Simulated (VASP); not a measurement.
# EuS (Fm-3m) in VASP: a series of runs

EuS is run at these levels: PBE+U; tasks: single point.

All numbers are computed with VASP 6.6.1; they aren't measurements. Logs are shortened: lines on timing, memory, paths and dates and some standing lists are left out, and cuts for length are marked.

**Measured values to compare with.**

From “Crystal-field mediated electronic transitions of EuS up to 35 GPa”, 2022, pmc:8786971, for a powder of EuS at 300 K: band gap 1.72 eV (optical).

How close the calculation comes is told below.

## (1) The cell of the first run

Symmetry: Fm-3m, No. 225, cubic system. Conventional cell: a = 5.957 Å, b = 5.957 Å, c = 5.957 Å, α = 90.00°, β = 90.00°, γ = 90.00°. Within 3.9 Å of Eu (site symmetry m-3m) lie 6 S at 2.98 Å. S (site symmetry m-3m) has 6 Eu at 2.98 Å within 3.9 Å.

## (2) Single point, PBE+U, collinear spin, ferromagnetic start

INCAR reads:

```
ALGO = Normal ; EDIFF = 1E-6
ENCUT = 600 ; GGA = PE
GGA_COMPAT = F ; ISIF = 2
ISMEAR = -1 ; ISPIN = 2
LASPH = T ; LCHARG = F
LDAU = T ; LDAUJ = 0 0
LDAUL = 3 -1 ; LDAUPRINT = 1
LDAUTYPE = 2 ; LDAUU = 1.5 0
LMAXMIX = 6 ; LORBIT = 11
LREAL = F ; LWAVE = F
MAGMOM = 9.1 0 ; NBANDS = 22
NELM = 200 ; PREC = Accurate
SIGMA = 0.1
```

KPOINTS reads:

```
k-points
0
Gamma
  10 10 10
```

POSCAR reads:

```
EuS
1.0
    4.2122350000      0.0000000000      0.0000000000
    2.1061175000      3.6479025167      0.0000000000
    2.1061175000      1.2159675056      3.4392754756
Eu S
1 1
Direct
    0.0000000000      0.0000000000      0.0000000000
    0.5000000000      0.5000000000      0.5000000000
```

Potentials or basis: VASP PAW PBE potentials, release 64 (Eu, S).

Launch:

```sh
cat potpaw_PBE.64/Eu/POTCAR potpaw_PBE.64/S/POTCAR > POTCAR
mpirun -np 1 vasp_std > vasp.out
```

OUTCAR:

```text
EDIFF = 1E-6
   ENCUT = 600
   GGA = PE
   ISIF = 2
   ISMEAR = -1
   ISPIN = 2
   LASPH = T
   LORBIT = 11
   LREAL = F
   NELM = 200
   PREC = Accurate

 ion  position               nearest neighbor table
   1  0.000  0.000  0.000-   2 2.98   2 2.98   2 2.98   2 2.98   2 2.98   2 2.98
   2  0.500  0.500  0.500-   1 2.98   1 2.98   1 2.98   1 2.98   1 2.98   1 2.98

  LATTYP: Found a face centered cubic cell.
 ALAT       =     5.9569998649

  Lattice vectors:

 A1 = (   4.2122350000,   0.0000000000,   0.0000000000)
 A2 = (   2.1061175000,   3.6479025167,   0.0000000000)
 A3 = (   2.1061175000,   1.2159675056,   3.4392754756)

Analysis of symmetry for initial positions (statically):
=====================================================================
 Subroutine PRICEL returns:
 Original cell was already a primitive cell.

 Routine SETGRP: Setting up the symmetry group for a
 face centered cubic supercell.

 Subroutine GETGRP returns: Found 48 space group operations
 (whereof 48 operations were pure point group operations)
 out of a pool of 48 trial point group operations.

The static configuration has the point symmetry O_h .

Analysis of symmetry for dynamics (positions and initial velocities):
=====================================================================
 Subroutine PRICEL returns:
 Original cell was already a primitive cell.

 Routine SETGRP: Setting up the symmetry group for a
 face centered cubic supercell.

 Subroutine GETGRP returns: Found 48 space group operations
 (whereof 48 operations were pure point group operations)
 out of a pool of 48 trial point group operations.

The dynamic configuration has the point symmetry O_h .

Analysis of structural, dynamic, and magnetic symmetry:
=====================================================================
 Subroutine PRICEL returns:
 Original cell was already a primitive cell.

 Routine SETGRP: Setting up the symmetry group for a
 face centered cubic supercell.

 Subroutine GETGRP returns: Found 48 space group operations
 (whereof 48 operations were pure point group operations)
 out of a pool of 48 trial point group operations.

The overall configuration has the point symmetry O_h .

 Subroutine INISYM returns: Found 48 space group operations
 (whereof 48 operations are pure point group operations),
 and found     1 'primitive' translations

----------------------------------------------------------------------------------------

                                     Primitive cell

  volume of cell :      52.8473

  direct lattice vectors                    reciprocal lattice vectors
     4.212235000  0.000000000  0.000000000     0.237403659 -0.137065066 -0.096919638
     2.106117500  3.647902517  0.000000000     0.000000000  0.274130132 -0.096919638
     2.106117500  1.215967506  3.439275476     0.000000000  0.000000000  0.290758913

  length of vectors
     4.212235000  4.212235000  4.212235000     0.290758913  0.290758913  0.290758913

  position of ions in fractional coordinates (direct lattice)
     0.000000000  0.000000000  0.000000000
     0.500000000  0.500000000  0.500000000

  ion indices of the primitive-cell ions
   primitive index   ion index
                 1           1
                 2           2

----------------------------------------------------------------------------------------

 KPOINTS: k-points

Automatic generation of k-mesh.
 Grid dimensions read from file:
 generate k-points for:   10   10   10

 Generating k-lattice:

  Cartesian coordinates                     Fractional coordinates (reciprocal lattice)
     0.023740366 -0.013706507 -0.009691964     0.100000000  0.000000000  0.000000000
     0.000000000  0.027413013 -0.009691964     0.000000000  0.100000000  0.000000000
[... 61 lines left out ...]
   NSW    =      0    number of steps for IOM
   IBRION =     -1    ionic relax: 0-MD 1-quasi-New 2-CG
   NFREE  =      0    steps in history (QN), initial steepest desc. (CG)
   ISIF   =      2    stress and relaxation
   ISYM   =      2    0-nonsym 1-usesym 2-fastsym
   POTIM  = 0.5000    time-step for ionic-motion
   TEBEG  =    0.0;   TEEND  =   0.0 temperature during run
   PSTRESS=    0.0 pullay stress
   NELECT =      23.0000    total number of electrons
   NUPDOWN=      -1.0000    fix difference up-down
   EMIN   =  10.00;   EMAX   =-10.00  energy-range for DOS
   EFERMI =   0.00;   METHOD = LEGACY
   ISMEAR =    -1;   SIGMA  =   0.10  broadening in eV -4-tet -1-fermi 0-gaus
   EFERMI_NEDOS =   21; number of points for ismear=-14 and -15
   IALGO  =     38    algorithm
   IMIX   =      4    mixing-type and parameters
     AMIX     =   0.40;   BMIX     =  1.00
     AMIX_MAG =   1.60;   BMIX_MAG =  1.00
  volume/ion in A,a.u.               =      26.42       178.32
  Fermi-wavevector in a.u.,A,eV,Ry     =   1.240633  2.344456 20.941668  1.539169
  Thomas-Fermi vector in A             =   2.375065
   LORBIT       =     11    0 simple, 1 ext, 2 COOP (PROOUT), +10 PAW based schemes
 LDA+U is selected, type is set to LDAUTYPE =  2
   angular momentum for each species LDAUL =     3   -1
   U (eV)           for each species LDAUU =   1.5  0.0
   J (eV)           for each species LDAUJ =   0.0  0.0
   GGA     = PE    functional components
   LHFCALC =     F    Hartree Fock is set to
   AEXX    =    0.0000 exact exchange contribution
   IVDW    =     0    specifies the selected vdW correction
   LEPSILON=     F    determine dielectric tensor
   LRPA    =     F    only Hartree local field effects (RPA)
 spin polarized calculation
  energy-cutoff  :      600.00
  volume of cell :       52.85
 maximum number of plane-waves:      1807
 NGX is ok and might be reduce to    36
   NGX = 17   NGY = 17   NGZ = 17

atom =   1  type =  1  l = 3

 onsite density matrix

spin component  1

  0.9543 -0.0000 -0.0000 -0.0054  0.0000  0.0000 -0.0000
 -0.0000  0.9515  0.0000  0.0000  0.0046  0.0000 -0.0000
 -0.0000  0.0000  0.9598  0.0000 -0.0000  0.0046 -0.0000
 -0.0054  0.0000  0.0000  0.9555  0.0000 -0.0000  0.0000
  0.0000  0.0046 -0.0000  0.0000  0.9598 -0.0000 -0.0000
  0.0000  0.0000  0.0046 -0.0000 -0.0000  0.9515 -0.0000
 -0.0000 -0.0000 -0.0000  0.0000 -0.0000 -0.0000  0.9619

spin component  2

  0.0020  0.0000  0.0000  0.0017  0.0000  0.0000 -0.0000
  0.0000  0.0031  0.0000 -0.0000 -0.0009 -0.0000 -0.0000
  0.0000  0.0000  0.0014  0.0000  0.0000 -0.0009  0.0000
  0.0017 -0.0000  0.0000  0.0016 -0.0000 -0.0000 -0.0000
  0.0000 -0.0009  0.0000 -0.0000  0.0014  0.0000  0.0000
  0.0000 -0.0000 -0.0009 -0.0000  0.0000  0.0031  0.0000
 -0.0000 -0.0000  0.0000 -0.0000  0.0000  0.0000  0.0010

 occupancies and eigenvectors

  o =  0.0000  v =  0.0000  0.0000  0.0000  0.0000  0.0000  0.0000  0.0000  0.6667 -0.0000 -0.0000 -0.7454 -0.0000 -0.0000  0.0000      0.0000  0.0000  0.0000  0.0000  0.0000  0.0000  0.0000  0.0000  0.0000  0.0000  0.0000  0.0000  0.0000  0.0000
  o =  0.0010  v =  0.0000  0.0000  0.0000  0.0000  0.0000  0.0000  0.0000  0.0000  0.0600 -0.0007  0.0000  0.1341 -0.0003  0.9891      0.0000  0.0000  0.0000  0.0000  0.0000  0.0000  0.0000  0.0000  0.0000  0.0000  0.0000  0.0000  0.0000  0.0000
  o =  0.0010  v =  0.0000  0.0000  0.0000  0.0000  0.0000  0.0000  0.0000  0.0000  0.0001 -0.9129  0.0000  0.0002 -0.4082 -0.0008      0.0000  0.0000  0.0000  0.0000  0.0000  0.0000  0.0000  0.0000  0.0000  0.0000  0.0000  0.0000  0.0000  0.0000
  o =  0.0010  v =  0.0000  0.0000  0.0000  0.0000  0.0000  0.0000  0.0000 -0.0000 -0.4038 -0.0003  0.0000 -0.9030 -0.0001  0.1469      0.0000  0.0000  0.0000  0.0000  0.0000  0.0000  0.0000  0.0000  0.0000  0.0000  0.0000  0.0000  0.0000  0.0000
  o =  0.0035  v =  0.0000  0.0000  0.0000  0.0000  0.0000  0.0000  0.0000  0.7105 -0.0005  0.1233  0.6355  0.0002 -0.2757  0.0000      0.0000  0.0000  0.0000  0.0000  0.0000  0.0000  0.0000  0.0000  0.0000  0.0000  0.0000  0.0000  0.0000  0.0000
  o =  0.0035  v =  0.0000  0.0000  0.0000  0.0000  0.0000  0.0000  0.0000 -0.0005 -0.9129  0.0000 -0.0004  0.4082 -0.0000  0.0000      0.0000  0.0000  0.0000  0.0000  0.0000  0.0000  0.0000  0.0000  0.0000  0.0000  0.0000  0.0000  0.0000  0.0000
  o =  0.0035  v =  0.0000  0.0000  0.0000  0.0000  0.0000  0.0000  0.0000  0.2251 -0.0002 -0.3892  0.2014  0.0001  0.8702  0.0000      0.0000  0.0000  0.0000  0.0000  0.0000  0.0000  0.0000  0.0000  0.0000  0.0000  0.0000  0.0000  0.0000  0.0000
  o =  0.9495  v = -0.7089  0.0001 -0.1260 -0.6341 -0.0000  0.2818  0.0000  0.0000  0.0000  0.0000  0.0000  0.0000  0.0000  0.0000      0.0000  0.0000  0.0000  0.0000  0.0000  0.0000  0.0000  0.0000  0.0000  0.0000  0.0000  0.0000  0.0000  0.0000
  o =  0.9495  v =  0.0001  0.9129  0.0000  0.0001 -0.4082 -0.0000  0.0000  0.0000  0.0000  0.0000  0.0000  0.0000  0.0000  0.0000      0.0000  0.0000  0.0000  0.0000  0.0000  0.0000  0.0000  0.0000  0.0000  0.0000  0.0000  0.0000  0.0000  0.0000
  o =  0.9495  v =  0.2301  0.0000 -0.3883  0.2058 -0.0000  0.8683  0.0000  0.0000  0.0000  0.0000  0.0000  0.0000  0.0000  0.0000      0.0000  0.0000  0.0000  0.0000  0.0000  0.0000  0.0000  0.0000  0.0000  0.0000  0.0000  0.0000  0.0000  0.0000
  o =  0.9604  v = -0.6667 -0.0000  0.0000  0.7454 -0.0000 -0.0000 -0.0000  0.0000  0.0000  0.0000  0.0000  0.0000  0.0000  0.0000      0.0000  0.0000  0.0000  0.0000  0.0000  0.0000  0.0000  0.0000  0.0000  0.0000  0.0000  0.0000  0.0000  0.0000
  o =  0.9619  v =  0.0000 -0.0595 -0.0000 -0.0000 -0.1330 -0.0000 -0.9893  0.0000  0.0000  0.0000  0.0000  0.0000  0.0000  0.0000      0.0000  0.0000  0.0000  0.0000  0.0000  0.0000  0.0000  0.0000  0.0000  0.0000  0.0000  0.0000  0.0000  0.0000
  o =  0.9619  v = -0.0000  0.0000 -0.9129 -0.0000  0.0000 -0.4082  0.0000  0.0000  0.0000  0.0000  0.0000  0.0000  0.0000  0.0000      0.0000  0.0000  0.0000  0.0000  0.0000  0.0000  0.0000  0.0000  0.0000  0.0000  0.0000  0.0000  0.0000  0.0000
  o =  0.9619  v =  0.0000 -0.4039 -0.0000 -0.0000 -0.9031 -0.0000  0.1457  0.0000  0.0000  0.0000  0.0000  0.0000  0.0000  0.0000      0.0000  0.0000  0.0000  0.0000  0.0000  0.0000  0.0000  0.0000  0.0000  0.0000  0.0000  0.0000  0.0000  0.0000

 number of electron      22.9999997 magnetization       6.9844669

 Free energy of the ion-electron system (eV)
  ---------------------------------------------------
  ext. energy  EPLUGINS =         0.00000000
  ---------------------------------------------------
  free energy    TOTEN  =       -19.67231619 eV

  energy without entropy =      -19.63713929  energy(sigma->0) =      -19.65472774

 E-fermi :   4.2274     XC(G=0):  -9.6163

 val. band max:        4.1484830347   @ k =   0.5000   0.5000  -0.0000
 cond. band min:       4.2784527509   @ k =   0.4000   0.4000  -0.0000
 fundamental gap:      0.1299697162
 Fermi energy:         4.2273850098

 spin component 1

 k-point     1 :       0.0000    0.0000    0.0000
  band No.  band energies     occupation
      1     -37.0009      1.00000
      2     -15.7577      1.00000
      3     -15.7577      1.00000
      4     -15.7577      1.00000
      5      -9.1753      1.00000
      6       1.4835      1.00000
[... 1193 lines left out ...]
     21      11.1711      0.00000
     22      12.0609      0.00000

 [... further k-points ...]

------------------------ aborting loop because EDIFF is reached ----------------------------------------

  FORCE on cell =-STRESS in cart. coord.  units (eV):
  Direction    XX          YY          ZZ          XY          YZ          ZX
  --------------------------------------------------------------------------------------
  -------------------------------------------------------------------------------------
  Total       -0.5534725     -0.5534725     -0.5534725      0.0000000     -0.0000000      0.0000000
  in kB      -16.7796876    -16.7796876    -16.7796876      0.0000000     -0.0000000      0.0000000
  external PRESSURE =     -16.7796876 kB  Pullay stress =       0.0000000 kB

 VOLUME and BASIS-vectors are now :
 -----------------------------------------------------------------------------
  energy-cutoff  :      600.00
  volume of cell :       52.85
      direct lattice vectors                 reciprocal lattice vectors
     4.212235000  0.000000000  0.000000000     0.237403659 -0.137065066 -0.096919638
     2.106117500  3.647902517  0.000000000     0.000000000  0.274130132 -0.096919638
     2.106117500  1.215967506  3.439275476     0.000000000  0.000000000  0.290758913

 POSITION                                       TOTAL-FORCE (eV/Angst)
 -----------------------------------------------------------------------------------
      0.00000      0.00000      0.00000         0.000000     -0.000000      0.000000
      4.21223      2.43194      1.71964         0.000000      0.000000      0.000000
 -----------------------------------------------------------------------------------
    total drift:                                0.000000      0.000000      0.000000

  FREE ENERGIE OF THE ION-ELECTRON SYSTEM (eV)
  ---------------------------------------------------
  free  energy   TOTEN  =       -19.6723161921 eV

  energy  without entropy=      -19.6371392864  energy(sigma->0) =      -19.65472774

 total charge

# of ion       s       p       d       f       tot
--------------------------------------------------
    1        2.028   5.765   0.289   6.700  14.782
    2        1.316   2.436   0.000   0.000   3.752
--------------------------------------------------
tot          3.344   8.201   0.289   6.700  18.533

 magnetization (x)

# of ion       s       p       d       f       tot
--------------------------------------------------
    1       -0.015  -0.114   0.079   6.674   6.623
    2       -0.007  -0.063   0.000   0.000  -0.070
--------------------------------------------------
tot         -0.022  -0.178   0.079   6.674   6.553
```

It took 91 s on 1 thread of Intel Xeon 6975P-C (Granite Rapids), shared host; peak memory 0.32 GiB.

Results:

* Free energy: -19.6723 eV
* Pressure: -1.7 GPa
* Band gap on the k mesh: zero (filled and empty bands overlap)
* Net moment: 6.98 μB per cell
* Site moments: Eu +6.62; S -0.07 μB
* Valence electrons inside the program's atomic spheres: Eu 14.78; S 3.75

Levels at points of the mesh, in eV from the Fermi level:
Spin up:
| k point | band 11 | band 12 | band 13 | band 14 | band 15 | band 16 | band 17 | band 18 | band 19 | band 20 |
| --- | --- | --- | --- | --- | --- | --- | --- | --- | --- | --- |
| (0.00, 0.00, 0.00) | -0.49 | -0.49 | -0.12 | -0.12 | -0.12 | 0.91 | 1.19 | 1.19 | 1.19 | 2.07 |
| (0.50, 0.00, 0.00) | -0.61 | -0.51 | -0.51 | -0.49 | -0.49 | 3.02 | 3.34 | 3.78 | 3.78 | 6.68 |
| (0.50, 0.50, 0.00) | -0.54 | -0.54 | -0.54 | -0.51 | -0.29 | -0.29 | 3.21 | 3.33 | 4.65 | 4.83 |
Spin down:
| k point | band 6 | band 7 | band 8 | band 9 | band 10 | band 11 |
| --- | --- | --- | --- | --- | --- | --- |
| (0.00, 0.00, 0.00) | -2.54 | -2.54 | -2.54 | 1.49 | 1.93 | 1.93 |
| (0.50, 0.00, 0.00) | -5.07 | -3.68 | -3.68 | 3.09 | 4.13 | 4.83 |
| (0.50, 0.50, 0.00) | -3.68 | -2.89 | -2.89 | -0.08 | 4.01 | 4.07 |

Eigenvalues of the final occupation matrices:
```csv
site,spin,trace,eigenvalues
site 1 f,1,6.69,0.95 0.95 0.95 0.96 0.96 0.96 0.96
site 1 f,2,0.01,0.00 0.00 0.00 0.00 0.00 0.00 0.00
```

Caveat: spin-orbit coupling is left out, which moves the levels of the heavy elements; a cell with one magnetic atom can't hold antiferromagnetic order, which such compounds often take.

## (3) Single point, PBE+U, collinear spin, ferromagnetic start

INCAR reads:

```
SYSTEM = EuS
ALGO     = Normal         ! electronic algorithm
EDIFF    = 1E-6           ! SCF threshold, eV
ENCUT    = 600            ! plane-wave cutoff, eV
GGA      = PE             ! functional
GGA_COMPAT= .False.      
ISIF     = 2              ! what is computed and relaxed
ISMEAR   = -1             ! smearing method
ISPIN    = 2              ! spin polarisation
LASPH    = .True.         ! aspherical terms in the spheres
LCHARG   = .False.        ! write CHGCAR
LDAU     = .True.         ! DFT+U
LDAUJ    = 0 0          
LDAUL    = 3 -1           ! shell
LDAUPRINT= 1            
LDAUTYPE = 2            
LDAUU    = 3 0            ! U, eV
LMAXMIX  = 6              ! l up to which the mixer works
LORBIT   = 11             ! projections on sites
LREAL    = .False.        ! projectors in reciprocal space
LWAVE    = .False.        ! write WAVECAR
MAGMOM   = 9.1 0          ! initial moments
NBANDS   = 22             ! bands
NELM     = 200            ! most SCF steps
PREC     = Accurate       ! precision mode
SIGMA    = 0.1            ! smearing width, eV
```

KPOINTS reads:

```
k-points
0
Gamma
  10 10 10
  0 0 0
```

POSCAR is that of step 2.

Potentials or basis: VASP PAW PBE potentials, release 64 (Eu, S).

Launch:

```sh
cat potpaw_PBE.64/Eu/POTCAR potpaw_PBE.64/S/POTCAR > POTCAR
mpirun -np 1 vasp_std > vasp.out
```

Run time: 90 s. Hardware: 1 thread of Intel Xeon 6975P-C (Granite Rapids), shared host; peak memory 0.32 GiB.

It converged, with:

| Quantity | Value |
| --- | --- |
| Free energy | -19.4629 eV |
| Pressure | -0.6 GPa |
| Band gap on the k mesh | zero (filled and empty bands overlap) |
| Net moment | 7.00 μB per cell |
| Site moments | Eu +6.67; S -0.07 μB |
| Valence electrons inside the program's atomic spheres | Eu 14.82; S 3.76 |

Levels at points of the mesh, in eV from the Fermi level:
Spin up:
| k point | band 13 | band 14 | band 15 | band 16 | band 17 | band 18 |
| --- | --- | --- | --- | --- | --- | --- |
| (0.00, 0.00, 0.00) | -0.16 | -0.16 | -0.16 | 1.15 | 1.45 | 1.45 |
| (0.50, 0.00, 0.00) | -0.60 | -0.58 | -0.57 | 3.24 | 3.61 | 4.07 |
| (0.50, 0.50, 0.00) | -0.60 | -0.48 | -0.36 | -0.36 | 3.48 | 3.57 |
Spin down:
```csv
k point,band 5,band 6,band 7,band 8,band 9,band 10,band 11,band 12
"(0.00, 0.00, 0.00)",-13.21,-2.33,-2.33,-2.33,1.68,2.15,2.15,2.15
"(0.50, 0.00, 0.00)",-12.22,-4.88,-3.49,-3.49,3.37,4.36,5.09,5.09
"(0.50, 0.50, 0.00)",-12.88,-3.48,-2.69,-2.69,0.12,4.23,4.34,5.87
```

Eigenvalues of the final occupation matrices:
| site | spin | trace | eigenvalues |
| --- | --- | --- | --- |
| site 1 f | 1 | 6.75 | 0.96 0.96 0.96 0.97 0.97 0.97 0.97 |
| site 1 f | 2 | 0.01 | 0.00 0.00 0.00 0.00 0.00 0.00 0.00 |

Caveat: spin-orbit coupling is left out, which moves the levels of the heavy elements; a cell with one magnetic atom can't hold antiferromagnetic order, which such compounds often take.

## (4) How close it comes

Step 3. Measured gap of EuS: 1.72 eV (optical; 300 K; powder; “Crystal-field mediated electronic transitions of EuS up to 35 GPa”, 2022, pmc:8786971). This calculation gives 0.00 eV (-1.72 eV). So large a miss can be the level of theory's own, or it may mean another phase, state or a wrong row. Spin-orbit coupling on Eu is left out. The value is that of PBE+U on a finite k mesh, which can miss the band edges, without temperature or zero-point motion. The run's magnetic order (collinear spin, ferromagnetic start) needn't be the measured crystal's.

The gap in the log of VASP goes by the Fermi energy; the results here count the filled bands.